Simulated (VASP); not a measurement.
# Hf2N (Pnnm) in VASP: notebook

Runs on Hf2N. Level: PBEsol. Tasks: single point.

All numbers are computed with VASP 6.6.1; they aren't measurements. Logs are shortened: lines on timing, memory, paths and dates and some standing lists are left out, and cuts for length are marked.

## (1) The cell of the first run

It takes space group Pnnm (No. 58, orthorhombic). The conventional cell has a = 5.296 Å, b = 5.296 Å, c = 3.227 Å, α = 90.00°, β = 90.00°, γ = 90.00°. Within 3.3 Å of Hf (site symmetry m) lie 3 N at 2.24 to 2.25 Å and 12 Hf at 3.10 to 3.25 Å. N (site symmetry 2/m) has 6 Hf at 2.24 to 2.25 Å within 3.0 Å.

## (2) Single point, PBEsol (atoms displaced along a vibrational mode)

File INCAR:

```
SYSTEM = Hf2N
PREC = Accurate
ENCUT = 520
EDIFF = 1E-6
ISMEAR = 0
SIGMA = 0.15
LREAL = .FALSE.
LASPH = .TRUE.
NELM = 100
ALGO = Normal
ISIF = 2
LWAVE = .FALSE.
LCHARG = .TRUE.
GGA = PS
LELF = .TRUE.
LVHAR = .TRUE.
NBANDS = 34
```

File KPOINTS:

```
Automatic mesh
0
G
  10 10 14
  0 0 0
```

File POSCAR:

```
Hf2N
1.0
    5.2955389246      0.0000000000      0.0000000000
    0.0000000000      5.2955389246      0.0000000000
    0.0000000000      0.0000000000      3.2274489833
Hf N
4 2
Direct
    0.3421983702      0.2487282336      0.0000000000
    0.6578016298      0.7512717664      0.0000000000
    0.8421983702      0.2512717664      0.5000000000
    0.1578016298      0.7487282336      0.5000000000
    0.0000000000      0.0000000000      0.0000000000
    0.5000000000      0.5000000000      0.5000000000
```

Potentials or basis: VASP PAW PBE potentials, release 64 (Hf_pv, N).

Command:

```
> cat potpaw_PBE.64/Hf_pv/POTCAR potpaw_PBE.64/N/POTCAR > POTCAR
> mpirun -np 1 vasp_std > vasp.out
```

OUTCAR:

```text
SYSTEM = Hf2N
   PREC = Accurate
   ENCUT = 520
   EDIFF = 1E-6
   ISMEAR = 0
   LREAL = .FALSE.
   LASPH = .TRUE.
   NELM = 100
   ISIF = 2
   GGA = PS

 ion  position               nearest neighbor table
   1  0.342  0.249  0.000-   5 2.24   6 2.25   6 2.25   3 3.10   3 3.10   3 3.10   3 3.10   2 3.12
                             2 3.14   4 3.25   4 3.25   4 3.25   4 3.25
   2  0.658  0.751  0.000-   5 2.24   6 2.25   6 2.25   4 3.10   4 3.10   4 3.10   4 3.10   1 3.12
                             1 3.14   3 3.25   3 3.25   3 3.25   3 3.25
   3  0.842  0.251  0.500-   6 2.24   5 2.25   5 2.25   1 3.10   1 3.10   1 3.10   1 3.10   4 3.12
                             4 3.14   2 3.25   2 3.25   2 3.25   2 3.25
   4  0.158  0.749  0.500-   6 2.24   5 2.25   5 2.25   2 3.10   2 3.10   2 3.10   2 3.10   3 3.12
                             3 3.14   1 3.25   1 3.25   1 3.25   1 3.25
   5  0.000  0.000  0.000-   1 2.24   2 2.24   3 2.25   4 2.25   3 2.25   4 2.25
   6  0.500  0.500  0.500-   3 2.24   4 2.24   1 2.25   2 2.25   1 2.25   2 2.25

  LATTYP: Found a simple tetragonal cell.
 ALAT       =     5.2955389246
 C/A-ratio  =     0.6094656331

  Lattice vectors:

 A1 = (   5.2955389246,   0.0000000000,   0.0000000000)
 A2 = (   0.0000000000,   5.2955389246,   0.0000000000)
 A3 = (   0.0000000000,   0.0000000000,   3.2274489833)

Analysis of symmetry for initial positions (statically):
=====================================================================
 Subroutine PRICEL returns:
 Original cell was already a primitive cell.

 Routine SETGRP: Setting up the symmetry group for a
 simple tetragonal supercell.

 Subroutine GETGRP returns: Found  8 space group operations
 (whereof  4 operations were pure point group operations)
 out of a pool of 16 trial point group operations.

The static configuration has the point symmetry C_2h.
 The point group associated with its full space group is D_2h.

Analysis of symmetry for dynamics (positions and initial velocities):
=====================================================================
 Subroutine PRICEL returns:
 Original cell was already a primitive cell.

 Routine SETGRP: Setting up the symmetry group for a
 simple tetragonal supercell.

 Subroutine GETGRP returns: Found  8 space group operations
 (whereof  4 operations were pure point group operations)
 out of a pool of 16 trial point group operations.

The dynamic configuration has the point symmetry C_2h.
 The point group associated with its full space group is D_2h.

 Subroutine INISYM returns: Found  8 space group operations
 (whereof  4 operations are pure point group operations),
 and found     1 'primitive' translations

----------------------------------------------------------------------------------------

                                     Primitive cell

  volume of cell :      90.5065

  direct lattice vectors                    reciprocal lattice vectors
     5.295538925  0.000000000  0.000000000     0.188838193  0.000000000  0.000000000
     0.000000000  5.295538925  0.000000000     0.000000000  0.188838193  0.000000000
     0.000000000  0.000000000  3.227448983     0.000000000  0.000000000  0.309842233

  length of vectors
     5.295538925  5.295538925  3.227448983     0.188838193  0.188838193  0.309842233

  position of ions in fractional coordinates (direct lattice)
     0.342198370  0.248728234  0.000000000
     0.657801630  0.751271766  0.000000000
     0.842198370  0.251271766  0.500000000
     0.157801630  0.748728234  0.500000000
     0.000000000  0.000000000  0.000000000
     0.500000000  0.500000000  0.500000000

  ion indices of the primitive-cell ions
   primitive index   ion index
                 1           1
                 2           2
                 3           3
                 4           4
                 5           5
                 6           6

----------------------------------------------------------------------------------------

 KPOINTS: Automatic mesh

Automatic generation of k-mesh.
 Grid dimensions read from file:
 generate k-points for:   10   10   14

 Generating k-lattice:

  Cartesian coordinates                     Fractional coordinates (reciprocal lattice)
     0.018883819  0.000000000  0.000000000     0.100000000  0.000000000  0.000000000
     0.000000000  0.018883819  0.000000000     0.000000000  0.100000000  0.000000000
     0.000000000  0.000000000  0.022131588     0.000000000  0.000000000  0.071428571

  Length of vectors
     0.018883819  0.018883819  0.022131588

  Shift w.r.t. Gamma in fractional coordinates (k-lattice)
     0.000000000  0.000000000  0.000000000

 Subroutine IBZKPT returns following result:
 ===========================================

 Found    288 irreducible k-points:

 Following reciprocal coordinates:
            Coordinates               Weight
  0.000000  0.000000  0.000000      1.000000
  0.100000  0.000000  0.000000      2.000000
  0.000000  0.100000  0.000000      2.000000
  0.200000  0.000000  0.000000      2.000000
  0.000000  0.200000  0.000000      2.000000
  0.300000  0.000000  0.000000      2.000000
[... 16 lines left out ...]
 -0.200000  0.300000  0.000000      4.000000
  0.400000  0.200000  0.000000      4.000000
 [... further k-points ...]
   k-points           NKPTS =    288   k-points in BZ     NKDIM =    288   number of bands    NBANDS=     34
   number of dos      NEDOS =    301   number of ions     NIONS =      6
   total plane-waves  NPLWV =  38400
   dimension x,y,z NGX =    40 NGY =   40 NGZ =   24
   dimension x,y,z NGXF=    80 NGYF=   80 NGZF=   48
   ions per type =               4   2
   NGX,Y,Z   is equivalent  to a cutoff of  12.56, 12.56, 12.36 a.u.
   NGXF,Y,Z  is equivalent  to a cutoff of  25.11, 25.11, 24.72 a.u.
 SYSTEM =  Hf2N
   PREC   = accura    normal or accurate (medium, high low for compatibility)
   ISTART =      0    job   : 0-new  1-cont  2-samecut
   ICHARG =      2    charge: 1-file 2-atom 10-const
   ISPIN  =      1    spin polarized calculation?
   LNONCOLLINEAR =      F non collinear calculations
   LSORBIT =      F    spin-orbit coupling
   LASPH  =      T    aspherical Exc in radial PAW
   ENCUT  =  520.0 eV  38.22 Ry    6.18 a.u.   9.85  9.85  6.00*2*pi/ulx,y,z
   NELM   =    100;   NELMIN=  2; NELMDL= -5     # of ELM steps
   EDIFF  = 0.1E-05   stopping-criterion for ELM
   LREAL  =      F    real-space projection
[... 7 lines left out ...]
   TEBEG  =    0.0;   TEEND  =   0.0 temperature during run
   PSTRESS=    0.0 pullay stress
   NELECT =      50.0000    total number of electrons
   NUPDOWN=      -1.0000    fix difference up-down
   EMIN   =  10.00;   EMAX   =-10.00  energy-range for DOS
   EFERMI =   0.00;   METHOD = LEGACY
   ISMEAR =     0;   SIGMA  =   0.15  broadening in eV -4-tet -1-fermi 0-gaus
   EFERMI_NEDOS =   21; number of points for ismear=-14 and -15
   IALGO  =     38    algorithm
   IMIX   =      4    mixing-type and parameters
     AMIX     =   0.40;   BMIX     =  1.00
     AMIX_MAG =   1.60;   BMIX_MAG =  1.00
  volume/ion in A,a.u.               =      15.08       101.79
  Fermi-wavevector in a.u.,A,eV,Ry     =   1.343296  2.538461 24.550939  1.804443
  Thomas-Fermi vector in A             =   2.471381
   LORBIT       =      0    0 simple, 1 ext, 2 COOP (PROOUT), +10 PAW based schemes
   GGA     = PS    functional components
   LHFCALC =     F    Hartree Fock is set to
   AEXX    =    0.0000 exact exchange contribution
   IVDW    =     0    specifies the selected vdW correction
   LEPSILON=     F    determine dielectric tensor
   LRPA    =     F    only Hartree local field effects (RPA)
 non-spin polarized calculation
 Gauss-broadening in eV      SIGMA  =   0.15
  energy-cutoff  :      520.00
  volume of cell :       90.51
 maximum number of plane-waves:      2468
   NGX = 19   NGY = 19   NGZ = 13

 number of electron      49.9999999 magnetization

 Free energy of the ion-electron system (eV)
  ---------------------------------------------------
  ext. energy  EPLUGINS =         0.00000000
  ---------------------------------------------------
  free energy    TOTEN  =       -67.11540030 eV

  energy without entropy =      -67.07025429  energy(sigma->0) =      -67.09282730

 E-fermi :   5.8481     XC(G=0): -12.1758

 val. band max:        5.8477218809   @ k =   0.4000   0.4000   0.3571
 cond. band min:       5.8484405125   @ k =   0.3000   0.0000   0.1429
 fundamental gap:      0.0007186317
 Fermi energy:         5.8481172298

 k-point     1 :       0.0000    0.0000    0.0000
  band No.  band energies     occupation
      1     -25.0820      2.00000
      2     -24.7522      2.00000
      3     -24.7405      2.00000
      4     -24.4240      2.00000
      5     -24.4055      2.00000
      6     -24.3155      2.00000
[... 26 lines left out ...]
     33       8.8941      0.00000
     34      10.0296      0.00000

 k-point     2 :       0.1000    0.0000    0.0000
  band No.  band energies     occupation
      1     -25.0668      2.00000
      2     -24.7415      2.00000
      3     -24.7209      2.00000
      4     -24.4611      2.00000
      5     -24.3994      2.00000
      6     -24.2884      2.00000
[... 26 lines left out ...]
     33       8.9454      0.00000
     34      10.0583      0.00000

 k-point     3 :       0.0000    0.1000    0.0000
  band No.  band energies     occupation
      1     -25.0712      2.00000
      2     -24.7570      2.00000
      3     -24.7503      2.00000
      4     -24.4099      2.00000
      5     -24.4010      2.00000
      6     -24.3058      2.00000
[... 26 lines left out ...]
     33       8.8416      0.00000
     34      10.1469      0.00000
[... 704 lines left out ...]
 k-point    23 :      -0.2000    0.3000    0.0000
  band No.  band energies     occupation
      1     -24.9492      2.00000
      2     -24.7977      2.00000
      3     -24.6596      2.00000
      4     -24.3807      2.00000
      5     -24.3456      2.00000
      6     -24.2786      2.00000
[... 26 lines left out ...]
     33      10.1705      0.00000
     34      10.2410      0.00000

 k-point    24 :       0.4000    0.2000    0.0000
  band No.  band energies     occupation
      1     -24.8440      2.00000
      2     -24.7234      2.00000
      3     -24.5281      2.00000
      4     -24.4682      2.00000
      5     -24.3192      2.00000
      6     -24.3056      2.00000
[... 26 lines left out ...]
     33       9.6790      0.00000
     34       9.9081      0.00000

 [... further k-points ...]

------------------------ aborting loop because EDIFF is reached ----------------------------------------

  FORCE on cell =-STRESS in cart. coord.  units (eV):
  Direction    XX          YY          ZZ          XY          YZ          ZX
  --------------------------------------------------------------------------------------
  -------------------------------------------------------------------------------------
  Total        4.8480953     -5.8759740     -3.9261285      0.0000000      0.0000000      0.0000000
  in kB       85.8226680   -104.0185345    -69.5016914      0.0000000      0.0000000      0.0000000
  external PRESSURE =     -29.2325193 kB  Pullay stress =       0.0000000 kB

 VOLUME and BASIS-vectors are now :
 -----------------------------------------------------------------------------
  energy-cutoff  :      520.00
  volume of cell :       90.51
      direct lattice vectors                 reciprocal lattice vectors
     5.295538925  0.000000000  0.000000000     0.188838193  0.000000000  0.000000000
     0.000000000  5.295538925  0.000000000     0.000000000  0.188838193  0.000000000
     0.000000000  0.000000000  3.227448983     0.000000000  0.000000000  0.309842233

 POSITION                                       TOTAL-FORCE (eV/Angst)
 -----------------------------------------------------------------------------------
      1.81212      1.31715      0.00000        -0.468278      0.770330     -0.000000
      3.48341      3.97839      0.00000         0.468278     -0.770330      0.000000
      4.45989      1.33062      1.61372        -0.468278     -0.770330     -0.000000
      0.83564      3.96492      1.61372         0.468278      0.770330      0.000000
      0.00000      0.00000      0.00000         0.000000      0.000000      0.000000
      2.64777      2.64777      1.61372         0.000000      0.000000      0.000000
 -----------------------------------------------------------------------------------
    total drift:                                0.000000     -0.000000     -0.000000

  FREE ENERGIE OF THE ION-ELECTRON SYSTEM (eV)
  ---------------------------------------------------
  free  energy   TOTEN  =       -67.1154002983 eV

  energy  without entropy=      -67.0702542924  energy(sigma->0) =      -67.09282730
```

It took 5.8 min on 1 thread of Intel Xeon 6975P-C (Granite Rapids), shared host; peak memory 0.71 GiB.

What came out:

```
Free energy            : -67.1154 eV
Pressure               : -2.9 GPa
Largest force          : 0.901 eV/Å
Band gap on the k mesh : zero (bands 25 and 26 overlap by 1.90 eV)
```

Forces on the atoms (eV/Å):
```
Hf  -0.468  0.770  0.000
Hf   0.468 -0.770  0.000
Hf  -0.468 -0.770  0.000
Hf   0.468  0.770  0.000
N    0.000  0.000  0.000
N    0.000  0.000  0.000
```

Stress tensor (GPa, compression positive):
```
  8.58   0.00   0.00
  0.00 -10.40   0.00
  0.00   0.00  -6.95
```

Levels at points of the mesh, in eV from the Fermi level:
```
           k point  band 23  band 24  band 25  band 26  band 27  band 28
(0.00, 0.00, 0.00)    -0.05     0.31     0.64     1.03     1.21     1.48
(0.50, 0.00, 0.00)    -0.85    -0.85     0.35     0.35     2.44     2.44
(0.00, 0.50, 0.00)    -0.93    -0.93     1.08     1.08     1.46     1.46
(0.50, 0.50, 0.00)    -1.33    -1.33     0.05     0.05     1.31     1.31
(0.00, 0.00, 0.50)    -1.18    -1.18    -0.70    -0.70     2.92     2.92
(0.50, 0.00, 0.50)    -1.30    -1.30    -0.72    -0.72     3.06     3.06
(0.00, 0.50, 0.50)    -1.00    -1.00    -0.68    -0.68     0.93     0.93
(0.50, 0.50, 0.50)    -1.31    -1.31     0.11     0.11     2.32     2.32
```

Caveat: the cell differs from its parent crystal (atoms displaced along a vibrational mode); the stress differs along the axes, from -10 to 9 GPa; the PAW data sets were made with another functional, which shifts forces and pressure a little; spin-orbit coupling is left out, which moves the levels of the heavy elements.

## (3) Single point, PBEsol (atoms displaced along a vibrational mode)

File INCAR:

```
SYSTEM = Hf2N
PREC = Accurate
ENCUT = 520
EDIFF = 1E-6
ISMEAR = 0
SIGMA = 0.15
LREAL = .False.
LASPH = .True.
NELM = 60
ALGO = Normal
ISIF = 2
LWAVE = .False.
LCHARG = .False.
GGA = PS
NBANDS = 34
```

File KPOINTS:

```
regular mesh
0
Gamma
  10 10 14
  0 0 0
```

File POSCAR:

```
Hf2N
1.0
    5.2955389246      0.0000000000      0.0000000000
    0.0000000000      5.2955389246      0.0000000000
    0.0000000000      0.0000000000      3.2274489833
Hf N
4 2
Direct
    0.3288454936      0.2620811102      0.0000000000
    0.6711545064      0.7379188898      0.0000000000
    0.8288454936      0.2379188898      0.5000000000
    0.1711545064      0.7620811102      0.5000000000
    0.0000000000      0.0000000000      0.0000000000
    0.5000000000      0.5000000000      0.5000000000
```

Potentials or basis: VASP PAW PBE potentials, release 64 (Hf_pv, N).

Command:

```
> cat potpaw_PBE.64/Hf_pv/POTCAR potpaw_PBE.64/N/POTCAR > POTCAR
> mpirun -np 1 vasp_std > vasp.out
```

Wall time 5.8 min (1 thread of Intel Xeon 6975P-C (Granite Rapids), shared host); peak memory 0.71 GiB.

Results (log left out):

```yaml
Free_energy: -67.3763 eV
Pressure: -2.0 GPa
Largest_force: 0.458 eV/Å
Band_gap_on_the_k_mesh: zero (bands 25 and 26 overlap by 2.23 eV)
```

Forces on the atoms (eV/Å):
```
Hf  -0.208  0.408  0.000
Hf   0.208 -0.408  0.000
Hf  -0.208 -0.408  0.000
Hf   0.208  0.408  0.000
N    0.000  0.000  0.000
N    0.000  0.000  0.000
```

Stress tensor (GPa, compression positive):
```
 5.83  0.00  0.00
 0.00 -7.73  0.00
 0.00  0.00 -4.10
```

Levels at points of the mesh, in eV from the Fermi level:
| k point | band 22 | band 23 | band 24 | band 25 | band 26 | band 27 | band 28 | band 29 |
| --- | --- | --- | --- | --- | --- | --- | --- | --- |
| (0.00, 0.00, 0.00) | -2.12 | -0.05 | 0.63 | 0.72 | 1.09 | 1.35 | 1.44 | 1.98 |
| (0.50, 0.00, 0.00) | -2.45 | -0.91 | -0.91 | 0.79 | 0.79 | 2.35 | 2.35 | 2.48 |
| (0.00, 0.50, 0.00) | -2.22 | -0.97 | -0.97 | 1.32 | 1.32 | 1.59 | 1.59 | 1.85 |
| (0.50, 0.50, 0.00) | -1.60 | -1.32 | -1.32 | 0.45 | 0.45 | 1.25 | 1.25 | 2.16 |
| (0.00, 0.00, 0.50) | -1.60 | -1.17 | -1.17 | -0.87 | -0.87 | 2.64 | 2.64 | 3.67 |
| (0.50, 0.00, 0.50) | -2.37 | -1.28 | -1.28 | -0.78 | -0.78 | 2.73 | 2.73 | 4.21 |
| (0.00, 0.50, 0.50) | -1.27 | -0.94 | -0.94 | -0.71 | -0.71 | 1.17 | 1.17 | 2.24 |
| (0.50, 0.50, 0.50) | -1.79 | -1.10 | -1.10 | -0.13 | -0.13 | 1.93 | 1.93 | 2.72 |

Caveat: the cell differs from its parent crystal (atoms displaced along a vibrational mode); the stress differs along the axes, from -8 to 6 GPa; the PAW data sets were made with another functional, which shifts forces and pressure a little; spin-orbit coupling is left out, which moves the levels of the heavy elements.

(Continued in part 2 of 2.)
